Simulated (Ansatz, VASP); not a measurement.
One calculation of Au, two programs

The input INCAR:

```
SYSTEM = Au
PREC     = Accurate       ! precision mode
ENCUT    = 520            ! plane-wave cutoff, eV
EDIFF    = 1E-6           ! SCF threshold, eV
ISMEAR   = 0              ! smearing method
SIGMA    = 0.15           ! smearing width, eV
LREAL    = .FALSE.        ! projectors in reciprocal space
LASPH    = .TRUE.         ! aspherical terms in the spheres
NELM     = 80             ! most SCF steps
ALGO     = Fast           ! electronic algorithm
ISIF     = 2              ! what is computed and relaxed
LWAVE    = .FALSE.        ! write WAVECAR
LCHARG   = .FALSE.        ! write CHGCAR
GGA      = PE             ! functional
NBANDS   = 54             ! bands
```

The input KPOINTS:

```
regular mesh
0
G
  10 10 10
  0 0 0
```

Contents of POSCAR:

```
Au
1.0
   -4.0910000000     -4.0910000000      0.0000000000
    0.0000000000     -4.0910000000      4.0910000000
   -4.0910000000      0.0000000000      4.0910000000
Au
8
Direct
    0.4870366638      0.0000000000      0.0000000000
    0.0000000000      0.0000000000      0.0000000000
    0.5000000000      0.5000000000      0.0000000000
    0.0000000000      0.5000000000      0.0000000000
    0.5000000000      0.0000000000      0.5000000000
    0.0000000000      0.0000000000      0.5000000000
    0.5000000000      0.5000000000      0.5000000000
    0.0000000000      0.5000000000      0.5000000000
```

Input for Ansatz:

```yaml
crystal:
  lattice:
    - [-4.091, -4.091, 0.0]
    - [0.0, -4.091, 4.091]
    - [-4.091, 0.0, 4.091]
  atoms:
    - { symbol: Au, position: [0.4870366638, 0.0, 0.0] }
    - { symbol: Au, position: [0.0, 0.0, 0.0] }
    - { symbol: Au, position: [0.5, 0.5, 0.0] }
    - { symbol: Au, position: [0.0, 0.5, 0.0] }
    - { symbol: Au, position: [0.5, 0.0, 0.5] }
    - { symbol: Au, position: [0.0, 0.0, 0.5] }
    - { symbol: Au, position: [0.5, 0.5, 0.5] }
    - { symbol: Au, position: [0.0, 0.5, 0.5] }
basis:
  ecutwfc: 420
kpoints:
  mp_grid: { grid: [10, 10, 10] }
hamiltonian:
  xc: pbe
scf:
  occupations: { method: gaussian, width: 0.15 }
output:
  forces: true
  stress: true
  eigenvalues: true
  write_density: true
  write_potential: true
  elf: true
  volumetric_format: npy
```

Alike in both runs: task single point; functional PBE; k mesh 10 × 10 × 10; occupations gaussian, width 0.15 eV; no spin polarisation.

```csv
,VASP,Ansatz
version,VASP 6.6.1,Ansatz 0.2.0
potentials or method,"VASP PAW PBE potentials, release 64 (Au), cutoff 520 eV","scalar-relativistic, plane waves, PAW"
valence electrons in the cell,88,152
```

```tsv
	VASP	Ansatz	Ansatz less VASP
gap on the k mesh at the Fermi level (eV)	none	none	-
pressure (GPa)	7.7	8.0	+0.32
traceless stress, the component that is largest in VASP (GPa)	0.05	0.05	0.000
rms of the force components (eV/Å)	0.156	0.157	+0.0009
```

Atom by atom the forces differ by 0.001 eV/Å (rms over components). A gap of «none» marks a metal or a gap that the smearing closes. VASP's potentials hold 88 valence electrons a cell and Ansatz's 152, so a difference there can come from the potentials and not from the codes.

Spin-orbit coupling is off throughout.
